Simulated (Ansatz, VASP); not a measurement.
## C in VASP and in Ansatz

The input INCAR:

```
PREC = Accurate
ENCUT = 600
EDIFF = 1E-6
ISMEAR = 0
SIGMA = 0.1
LREAL = False
LASPH = True
NELM = 80
ALGO = Normal
ISIF = 3
LWAVE = False
LCHARG = False
GGA = PE
IBRION = 2
NSW = 100
EDIFFG = -0.01
```

KPOINTS

```
Automatic mesh
0
Gamma
  32 32 28
```

POSCAR

```
C
1.0
    1.6874639396      0.0000000000      0.0000000000
    0.0000000000      1.6874639396      0.0000000000
    0.0000000000      0.0000000000      2.0129885264
C
1
Direct
    0.5000000000      0.5000000000      0.0000000000
```

Input for Ansatz:

```yaml
crystal:
  lattice:
    - [1.6874639396, 0.0, 0.0]
    - [0.0, 1.6874639396, 0.0]
    - [0.0, 0.0, 2.0129885264]
  atoms:
    - { symbol: C, position: [0.5, 0.5, 0.0] }
basis:
  ecutwfc: 420
kpoints:
  mp_grid: { grid: [32, 32, 28] }
hamiltonian:
  xc: pbe
scf:
  occupations: { method: gaussian, width: 0.1 }
output:
  forces: true
  stress: true
  eigenvalues: true
relax:
  adjacent_minimum: "off"
  f_tol: 0.01
  max_steps: 80
  cell: { stress_tol: 0.05 }
```

Alike in both runs: task relaxation of cell and atoms; functional PBE; k mesh 32 × 32 × 28; occupations gaussian, width 0.1 eV; no spin polarisation.

|  | VASP | Ansatz |
| --- | --- | --- |
| version | VASP 6.6.1 | Ansatz 0.2.0 |
| potentials or method | VASP PAW PBE potentials, release 64 (C), cutoff 600 eV | scalar-relativistic, plane waves, PAW |
| valence electrons in the cell | 4 | 4 |

Ansatz gave:

| Property | Result |
| --- | --- |
| gap on the k mesh at the Fermi level, each at its own relaxed structure (eV) | none |
| relaxed volume (Å³/atom) | 5.81 |
| relaxed length of the cell vector where the two differ most in proportion (Å) | 2.049 |

Q: Which values does VASP return?

A: gap on the k mesh at the Fermi level, each at its own relaxed structure (eV): none; relaxed volume (Å³/atom): 5.80; relaxed length of the cell vector where the two differ most in proportion (Å): 2.046.

A gap of «none» marks a metal or a gap that the smearing closes.
